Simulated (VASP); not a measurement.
# WS2 (P6_3/mmc) in VASP: a series of runs

Runs on WS2. Level: PBEsol. Tasks: single point.

Everything below comes from runs of VASP 6.6.1. Logs are shortened: lines on timing, memory, paths and dates and some standing lists are left out, and cuts for length are marked.

## (1) The cell of the first run

Symmetry: P6_3/mmc, No. 194, hexagonal system. Conventional cell: a = 3.089 Å, b = 3.089 Å, c = 12.467 Å, α = 90.00°, β = 90.00°, γ = 120.00°. Within 3.0 Å of W (site symmetry -6m2) lie 6 S at 2.30 Å. Within 3.0 Å of S (site symmetry 3m) lie 3 W at 2.30 Å and 1 S at 2.91 Å.

## (2) Single point, PBEsol

Input file INCAR:

```
  PREC = Accurate
  ENCUT = 520
  EDIFF = 1E-6
  ISMEAR = 0
  SIGMA = 0.05
  LREAL = False
  LASPH = True
  NELM = 100
  ALGO = Normal
  ISIF = 2
  LWAVE = False
  LCHARG = False
  GGA = PS
  NBANDS = 35
```

Input file KPOINTS:

```
Automatic mesh
0
Gamma
  12 12 2
```

Input file POSCAR:

```
WS2
1.0
    3.0892743692      0.0000000000      0.0000000000
   -1.5446371846      2.6753900830      0.0000000000
    0.0000000000      0.0000000000     12.4667665245
W S
2 4
Direct
    0.3333333333      0.6666666667      0.2500000000
    0.6666666667      0.3333333333      0.7500000000
    0.3333333333      0.6666666667      0.6331095153
    0.6666666667      0.3333333333      0.1331095153
    0.3333333333      0.6666666667      0.8668904847
    0.6666666667      0.3333333333      0.3668904847
```

Potentials or basis: VASP PAW PBE potentials, release 64 (W_sv, S).

On the command line:

```
$ cat potpaw_PBE.64/W_sv/POTCAR potpaw_PBE.64/S/POTCAR > POTCAR
$ mpirun -np 1 vasp_std > vasp.out
```

OUTCAR:

```text
PREC = Accurate
   ENCUT = 520
   EDIFF = 1E-6
   ISMEAR = 0
   LREAL = False
   LASPH = True
   NELM = 100
   ISIF = 2
   GGA = PS

 ion  position               nearest neighbor table
   1  0.333  0.667  0.250-   4 2.30   6 2.30   4 2.30   6 2.30   4 2.30   6 2.30
   2  0.667  0.333  0.750-   3 2.30   5 2.30   3 2.30   5 2.30   3 2.30   5 2.30
   3  0.333  0.667  0.633-   2 2.30   2 2.30   2 2.30
   4  0.667  0.333  0.133-   1 2.30   1 2.30   1 2.30
   5  0.333  0.667  0.867-   2 2.30   2 2.30   2 2.30
   6  0.667  0.333  0.367-   1 2.30   1 2.30   1 2.30

  LATTYP: Found a hexagonal cell.
 ALAT       =     3.0892743692
 C/A-ratio  =     4.0354999377

  Lattice vectors:

 A1 = (   3.0892743692,   0.0000000000,   0.0000000000)
 A2 = (  -1.5446371846,   2.6753900830,   0.0000000000)
 A3 = (   0.0000000000,   0.0000000000,  12.4667665245)

Analysis of symmetry for initial positions (statically):
=====================================================================
 Subroutine PRICEL returns:
 Original cell was already a primitive cell.

 Routine SETGRP: Setting up the symmetry group for a
 hexagonal supercell.

 Subroutine GETGRP returns: Found 24 space group operations
 (whereof 12 operations were pure point group operations)
 out of a pool of 24 trial point group operations.

The static configuration has the point symmetry D_3d.
 The point group associated with its full space group is D_6h.

Analysis of symmetry for dynamics (positions and initial velocities):
=====================================================================
 Subroutine PRICEL returns:
 Original cell was already a primitive cell.

 Routine SETGRP: Setting up the symmetry group for a
 hexagonal supercell.

 Subroutine GETGRP returns: Found 24 space group operations
 (whereof 12 operations were pure point group operations)
 out of a pool of 24 trial point group operations.

The dynamic configuration has the point symmetry D_3d.
 The point group associated with its full space group is D_6h.

 Subroutine INISYM returns: Found 24 space group operations
 (whereof 12 operations are pure point group operations),
 and found     1 'primitive' translations

----------------------------------------------------------------------------------------

                                     Primitive cell

  volume of cell :     103.0380

  direct lattice vectors                    reciprocal lattice vectors
     3.089274369  0.000000000  0.000000000     0.323700611  0.186888635  0.000000000
    -1.544637185  2.675390083  0.000000000     0.000000000  0.373777269  0.000000000
     0.000000000  0.000000000 12.466766525     0.000000000  0.000000000  0.080213261

  length of vectors
     3.089274369  3.089274369 12.466766525     0.373777269  0.373777269  0.080213261

  position of ions in fractional coordinates (direct lattice)
     0.333333333  0.666666667  0.250000000
     0.666666667  0.333333333  0.750000000
     0.333333333  0.666666667  0.633109515
     0.666666667  0.333333333  0.133109515
     0.333333333  0.666666667  0.866890485
     0.666666667  0.333333333  0.366890485

  ion indices of the primitive-cell ions
   primitive index   ion index
                 1           1
                 2           2
                 3           3
                 4           4
                 5           5
                 6           6

----------------------------------------------------------------------------------------

 KPOINTS: Automatic mesh

Automatic generation of k-mesh.
 Grid dimensions read from file:
 generate k-points for:   12   12    2

 Generating k-lattice:

  Cartesian coordinates                     Fractional coordinates (reciprocal lattice)
     0.026975051  0.015574053  0.000000000     0.083333333  0.000000000  0.000000000
     0.000000000  0.031148106  0.000000000     0.000000000  0.083333333  0.000000000
     0.000000000  0.000000000  0.040106631     0.000000000  0.000000000  0.500000000

  Length of vectors
     0.031148106  0.031148106  0.040106631

  Shift w.r.t. Gamma in fractional coordinates (k-lattice)
     0.000000000  0.000000000  0.000000000

 Subroutine IBZKPT returns following result:
 ===========================================

 Found     38 irreducible k-points:

 Following reciprocal coordinates:
            Coordinates               Weight
  0.000000  0.000000  0.000000      1.000000
  0.083333 -0.000000  0.000000      6.000000
  0.166667  0.000000  0.000000      6.000000
  0.250000  0.000000  0.000000      6.000000
  0.333333  0.000000  0.000000      6.000000
  0.416667  0.000000  0.000000      6.000000
[... 16 lines left out ...]
  0.250000  0.000000  0.500000      6.000000
  0.333333  0.000000  0.500000      6.000000
 [... further k-points ...]
   k-points           NKPTS =     38   k-points in BZ     NKDIM =     38   number of bands    NBANDS=     35
   number of dos      NEDOS =    301   number of ions     NIONS =      6
   total plane-waves  NPLWV =  55296
   dimension x,y,z NGX =    24 NGY =   24 NGZ =   96
   dimension x,y,z NGXF=    48 NGYF=   48 NGZF=  192
   ions per type =               2   4
   NGX,Y,Z   is equivalent  to a cutoff of  12.92, 12.92, 12.80 a.u.
   NGXF,Y,Z  is equivalent  to a cutoff of  25.83, 25.83, 25.60 a.u.
 SYSTEM =  unknown system
   PREC   = accura    normal or accurate (medium, high low for compatibility)
   ISTART =      0    job   : 0-new  1-cont  2-samecut
   ICHARG =      2    charge: 1-file 2-atom 10-const
   ISPIN  =      1    spin polarized calculation?
   LNONCOLLINEAR =      F non collinear calculations
   LSORBIT =      F    spin-orbit coupling
   LASPH  =      T    aspherical Exc in radial PAW
   ENCUT  =  520.0 eV  38.22 Ry    6.18 a.u.   5.74  5.74 23.18*2*pi/ulx,y,z
   NELM   =    100;   NELMIN=  2; NELMDL= -5     # of ELM steps
   EDIFF  = 0.1E-05   stopping-criterion for ELM
   LREAL  =      F    real-space projection
   EDIFFG = 0.1E-04   stopping-criterion for IOM
   NSW    =      0    number of steps for IOM
   IBRION =     -1    ionic relax: 0-MD 1-quasi-New 2-CG
   NFREE  =      0    steps in history (QN), initial steepest desc. (CG)
   ISIF   =      2    stress and relaxation
   ISYM   =      2    0-nonsym 1-usesym 2-fastsym
   POTIM  = 0.5000    time-step for ionic-motion
   TEBEG  =    0.0;   TEEND  =   0.0 temperature during run
   PSTRESS=    0.0 pullay stress
   NELECT =      52.0000    total number of electrons
   NUPDOWN=      -1.0000    fix difference up-down
   EMIN   =  10.00;   EMAX   =-10.00  energy-range for DOS
   EFERMI =   0.00;   METHOD = LEGACY
   ISMEAR =     0;   SIGMA  =   0.05  broadening in eV -4-tet -1-fermi 0-gaus
   EFERMI_NEDOS =   21; number of points for ismear=-14 and -15
   IALGO  =     38    algorithm
   IMIX   =      4    mixing-type and parameters
     AMIX     =   0.40;   BMIX     =  1.00
     AMIX_MAG =   1.60;   BMIX_MAG =  1.00
  volume/ion in A,a.u.               =      17.17       115.89
  Fermi-wavevector in a.u.,A,eV,Ry     =   1.303397  2.463064 23.114182  1.698844
  Thomas-Fermi vector in A             =   2.434402
   LORBIT       =      0    0 simple, 1 ext, 2 COOP (PROOUT), +10 PAW based schemes
   GGA     = PS    functional components
   LHFCALC =     F    Hartree Fock is set to
   AEXX    =    0.0000 exact exchange contribution
   IVDW    =     0    specifies the selected vdW correction
   LEPSILON=     F    determine dielectric tensor
   LRPA    =     F    only Hartree local field effects (RPA)
 non-spin polarized calculation
 Gauss-broadening in eV      SIGMA  =   0.05
  energy-cutoff  :      520.00
  volume of cell :      103.04
 maximum number of plane-waves:      2796
 NGX is ok and might be reduce to    24
   NGX = 11   NGY = 11   NGZ = 47

 number of electron      52.0000002 magnetization

 Free energy of the ion-electron system (eV)
  ---------------------------------------------------
  ext. energy  EPLUGINS =         0.00000000
  ---------------------------------------------------
  free energy    TOTEN  =       -49.67049845 eV

  energy without entropy =      -49.67049845  energy(sigma->0) =      -49.67049845

 E-fermi :   8.2387     XC(G=0): -11.0933

 val. band max:        7.9488395664   @ k =   0.0000   0.0000   0.0000
 cond. band min:       8.7380374560   @ k =   0.3333   0.3333   0.0000
 fundamental gap:      0.7891978896
 Fermi energy:         8.2386828158

 k-point     1 :       0.0000    0.0000    0.0000
  band No.  band energies     occupation
      1     -66.6344      2.00000
      2     -66.6344      2.00000
      3     -31.0415      2.00000
      4     -31.0414      2.00000
      5     -30.8078      2.00000
      6     -30.8078      2.00000
[... 27 lines left out ...]
     34      10.8209      0.00000
     35      12.6208      0.00000

 k-point     2 :       0.0833   -0.0000    0.0000
  band No.  band energies     occupation
      1     -66.6326      2.00000
      2     -66.6325      2.00000
      3     -31.0349      2.00000
      4     -31.0349      2.00000
      5     -30.8426      2.00000
      6     -30.8426      2.00000
[... 27 lines left out ...]
     34      10.6829      0.00000
     35      13.2144      0.00000

 k-point     3 :       0.1667    0.0000    0.0000
  band No.  band energies     occupation
      1     -66.6275      2.00000
      2     -66.6275      2.00000
      3     -31.0169      2.00000
      4     -31.0169      2.00000
      5     -30.9366      2.00000
      6     -30.9366      2.00000
[... 27 lines left out ...]
     34      11.1679      0.00000
     35      14.5593      0.00000
[... 723 lines left out ...]
 k-point    23 :       0.2500    0.0000    0.5000
  band No.  band energies     occupation
      1     -66.6206      2.00000
      2     -66.6206      2.00000
      3     -31.0626      2.00000
      4     -31.0626      2.00000
      5     -30.9923      2.00000
      6     -30.9923      2.00000
[... 27 lines left out ...]
     34      11.8203      0.00000
     35      14.8182      0.00000

 k-point    24 :       0.3333    0.0000    0.5000
  band No.  band energies     occupation
      1     -66.6137      2.00000
      2     -66.6137      2.00000
      3     -31.1860      2.00000
      4     -31.1860      2.00000
      5     -30.9675      2.00000
      6     -30.9675      2.00000
[... 27 lines left out ...]
     34      12.3242      0.00000
     35      14.0435      0.00000

 [... further k-points ...]
[... 5 lines left out ...]
  --------------------------------------------------------------------------------------
  -------------------------------------------------------------------------------------
  Total       11.7653529     11.7653529     18.8590993      0.0000000      0.0000000     -0.0000000
  in kB      182.9439786    182.9439786    293.2473589      0.0000000      0.0000000     -0.0000000
  external PRESSURE =     219.7117720 kB  Pullay stress =       0.0000000 kB

 VOLUME and BASIS-vectors are now :
 -----------------------------------------------------------------------------
  energy-cutoff  :      520.00
  volume of cell :      103.04
      direct lattice vectors                 reciprocal lattice vectors
     3.089274369  0.000000000  0.000000000     0.323700611  0.186888635  0.000000000
    -1.544637185  2.675390083  0.000000000     0.000000000  0.373777269  0.000000000
     0.000000000  0.000000000 12.466766525     0.000000000  0.000000000  0.080213261

 POSITION                                       TOTAL-FORCE (eV/Angst)
 -----------------------------------------------------------------------------------
     -0.00000      1.78359      3.11669         0.000000      0.000000      0.000000
      1.54464      0.89180      9.35007        -0.000000      0.000000      0.000000
     -0.00000      1.78359      7.89283         0.000000     -0.000000     -3.241445
      1.54464      0.89180      1.65945        -0.000000      0.000000     -3.241445
     -0.00000      1.78359     10.80732         0.000000      0.000000      3.241445
      1.54464      0.89180      4.57394        -0.000000      0.000000      3.241445
 -----------------------------------------------------------------------------------
    total drift:                               -0.000000      0.000000     -0.000000

  FREE ENERGIE OF THE ION-ELECTRON SYSTEM (eV)
  ---------------------------------------------------
  free  energy   TOTEN  =       -49.6704984497 eV

  energy  without entropy=      -49.6704984497  energy(sigma->0) =      -49.67049845
```

Run time: 1.7 min. Hardware: 1 thread of Intel Xeon Platinum 8488C (Sapphire Rapids), shared host; peak memory 0.27 GiB.

Results:

```
Free energy            : -49.6705 eV
Pressure               : 22.0 GPa
Largest force          : 3.241 eV/Å
Band gap on the k mesh : 0.79 eV, indirect (least direct gap 1.75 eV)
```

Forces on the atoms (eV/Å):
```
W    0.000  0.000  0.000
W    0.000  0.000  0.000
S    0.000  0.000 -3.241
S    0.000  0.000 -3.241
S    0.000  0.000  3.241
S    0.000  0.000  3.241
```

Stress tensor (GPa, compression positive):
```
18.29  0.00  0.00
 0.00 18.29  0.00
 0.00  0.00 29.32
```

Levels at points of the mesh, in eV from the valence-band top:
| k point | band 22 | band 23 | band 24 | band 25 | band 26 | band 27 | band 28 | band 29 | band 30 | band 31 |
| --- | --- | --- | --- | --- | --- | --- | --- | --- | --- | --- |
| (0.00, 0.00, 0.00) | -2.93 | -2.93 | -1.89 | -1.24 | 0.00 | 2.27 | 2.27 | 2.27 | 2.27 | 2.76 |
| (0.50, 0.00, 0.00) | -2.86 | -2.38 | -2.28 | -1.99 | -1.86 | 2.19 | 2.22 | 2.73 | 2.89 | 3.28 |
| (0.00, 0.00, 0.50) | -2.94 | -2.94 | -2.94 | -0.39 | -0.39 | 2.27 | 2.27 | 2.27 | 2.27 | 2.82 |
| (0.50, 0.00, 0.50) | -2.93 | -2.33 | -2.33 | -1.92 | -1.92 | 2.20 | 2.20 | 2.83 | 2.83 | 3.48 |

Caveat: the PAW data sets were made with another functional, which shifts forces and pressure a little; spin-orbit coupling is left out, which moves the levels of the heavy elements; this functional lacks dispersion, which binds the layers, so the pressure and a relaxed spacing across them are unreliable.

## (3) Single point, PBEsol

Input file INCAR:

```
PREC = Accurate
ENCUT = 520
EDIFF = 1E-6
ISMEAR = 0
SIGMA = 0.05
LREAL = F
LASPH = T
NELM = 80
ALGO = Normal
ISIF = 2
LWAVE = F
LCHARG = T
GGA = PS
LELF = T
LVHAR = T
NBANDS = 35
```

KPOINTS is that of step 2.

Input file POSCAR:

```
WS2
1.0
    3.0892743692      0.0000000000      0.0000000000
   -1.5446371846      2.6753900830      0.0000000000
    0.0000000000      0.0000000000     12.4667665245
W S
2 4
Direct
    0.3333333333      0.6666666667      0.2500000000
    0.6666666667      0.3333333333      0.7500000000
    0.3333333333      0.6666666667      0.6134192893
    0.6666666667      0.3333333333      0.1134192893
    0.3333333333      0.6666666667      0.8865807107
    0.6666666667      0.3333333333      0.3865807107
```

Potentials or basis: VASP PAW PBE potentials, release 64 (W_sv, S).

On the command line:

```
$ cat potpaw_PBE.64/W_sv/POTCAR potpaw_PBE.64/S/POTCAR > POTCAR
$ mpirun -np 1 vasp_std > vasp.out
```

Wall time 96 s (1 thread of Intel Xeon Platinum 8488C (Sapphire Rapids), shared host); peak memory 0.28 GiB.

It converged, with:

| Property | Result |
| --- | --- |
| Free energy | -49.9848 eV |
| Pressure | -7.3 GPa |
| Largest force | 2.061 eV/Å |
| Band gap on the k mesh | 0.85 eV, indirect (least direct gap 1.71 eV) |

Forces on the atoms (eV/Å):
```
W    0.000  0.000  0.000
W    0.000  0.000  0.000
S    0.000  0.000  2.061
S    0.000  0.000  2.061
S    0.000  0.000 -2.061
S    0.000  0.000 -2.061
```

Stress tensor (GPa, compression positive):
```
 -1.05   0.00   0.00
  0.00  -1.05   0.00
  0.00   0.00 -19.79
```

Levels at points of the mesh, in eV from the valence-band top:
| k point | band 24 | band 25 | band 26 | band 27 | band 28 | band 29 |
| --- | --- | --- | --- | --- | --- | --- |
| (0.00, 0.00, 0.00) | -1.01 | -1.01 | -0.05 | 2.58 | 2.58 | 2.83 |
| (0.50, 0.00, 0.00) | -1.24 | -1.09 | -0.75 | 2.68 | 3.15 | 3.20 |
| (0.00, 0.00, 0.50) | -1.05 | -0.35 | -0.35 | 2.69 | 2.69 | 2.69 |
| (0.50, 0.00, 0.50) | -1.28 | -0.92 | -0.92 | 3.03 | 3.03 | 3.21 |

Caveat: the PAW data sets were made with another functional, which shifts forces and pressure a little; spin-orbit coupling is left out, which moves the levels of the heavy elements.

## (4) Single point, PBEsol

Input file INCAR:

```
SYSTEM = WS2
ALGO = Normal ; EDIFF = 1E-6
ENCUT = 520 ; GGA = PS
ISIF = 2 ; ISMEAR = 0
LASPH = .TRUE. ; LCHARG = .FALSE.
LREAL = .FALSE. ; LWAVE = .FALSE.
NBANDS = 35 ; NELM = 60
PREC = Accurate ; SIGMA = 0.05
```

Input file KPOINTS:

```
k-points
0
G
  12 12 2
  0 0 0
```

Input file POSCAR:

```
WS2
1.0
    3.0892743692      0.0000000000      0.0000000000
   -1.5446371846      2.6753900830      0.0000000000
    0.0000000000      0.0000000000     12.4667665245
W S
2 4
Direct
    0.3333333333      0.6666666667      0.2500000000
    0.6666666667      0.3333333333      0.7500000000
    0.3333333333      0.6666666667      0.6265487320
    0.6666666667      0.3333333333      0.1265487320
    0.3333333333      0.6666666667      0.8734512680
    0.6666666667      0.3333333333      0.3734512680
```

On the command line:

```
$ cat potpaw_PBE.64/W_sv/POTCAR potpaw_PBE.64/S/POTCAR > POTCAR
$ mpirun -np 1 vasp_std > vasp.out
```

It took 95 s on 1 thread of Intel Xeon Platinum 8488C (Sapphire Rapids), shared host; peak memory 0.27 GiB.

The run converged. Its results:

```yaml
Free_energy: -50.3704 eV
Pressure: 10.4 GPa
Largest_force: 1.106 eV/Å
Band_gap_on_the_k_mesh: 1.07 eV, indirect (least direct gap 2.00 eV)
```

Forces on the atoms (eV/Å):
```
W    0.000  0.000  0.000
W    0.000  0.000  0.000
S    0.000  0.000 -1.106
S    0.000  0.000 -1.106
S    0.000  0.000  1.106
S    0.000  0.000  1.106
```

Stress tensor (GPa, compression positive):
```
10.07  0.00  0.00
 0.00 10.07  0.00
 0.00  0.00 10.92
```

Levels at points of the mesh, in eV from the valence-band top:
| k point | band 22 | band 23 | band 24 | band 25 | band 26 | band 27 | band 28 | band 29 | band 30 | band 31 |
| --- | --- | --- | --- | --- | --- | --- | --- | --- | --- | --- |
| (0.00, 0.00, 0.00) | -2.21 | -2.21 | -1.70 | -1.31 | 0.00 | 2.56 | 2.56 | 2.56 | 2.56 | 2.74 |
| (0.50, 0.00, 0.00) | -2.80 | -1.84 | -1.70 | -1.69 | -1.57 | 2.62 | 2.66 | 2.86 | 3.20 | 3.33 |
| (0.00, 0.00, 0.50) | -2.23 | -2.23 | -2.23 | -0.37 | -0.37 | 2.55 | 2.55 | 2.55 | 2.55 | 2.82 |
| (0.50, 0.00, 0.50) | -2.89 | -1.77 | -1.77 | -1.63 | -1.63 | 2.64 | 2.64 | 3.06 | 3.06 | 3.59 |

Caveat: the PAW data sets were made with another functional, which shifts forces and pressure a little; spin-orbit coupling is left out, which moves the levels of the heavy elements; this functional lacks dispersion, which binds the layers, so the pressure and a relaxed spacing across them are unreliable. PBEsol gaps usually lie below the measured ones, often by a third to a half.
